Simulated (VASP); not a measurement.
GaP:

```
Ga P
1.0
     0.00000    2.72540    2.72540
     2.69815    0.00000    2.72540
     2.69815    2.72540    0.00000
Ga P
1 1
Direct
  0.00000 0.00000 0.00000
  0.25000 0.25000 0.25000
```

This cell differs from its parent crystal: uniaxial x strain -1.0%.

Base run:

| Property | Result |
| --- | --- |
| Program | VASP 6.6.1 |
| Functional | PBE |
| Potentials or basis | VASP PAW PBE potentials, release 64 (Ga_d, P) |
| Cutoff | 500 eV |
| k mesh | 8 × 8 × 8 |
| Occupations | fermi-dirac, width 0.02 eV |
| Spin | no spin polarisation |

Its results: band gap on the k mesh 1.53 eV, indirect (least direct gap 1.87 eV); pressure 3.3 GPa.

Task: The run is repeated on the same cell with these changes: k mesh from 8 × 8 × 8 to 4 × 4 × 4; occupations from fermi-dirac, width 0.02 eV to gaussian, width 0.01 eV. What comes out?

Result: Band gap on the k mesh 1.52 eV, indirect (least direct gap 1.86 eV); pressure 3.7 GPa.

Caveats: some runs use coarse meshes.

A k mesh can miss the band edges.
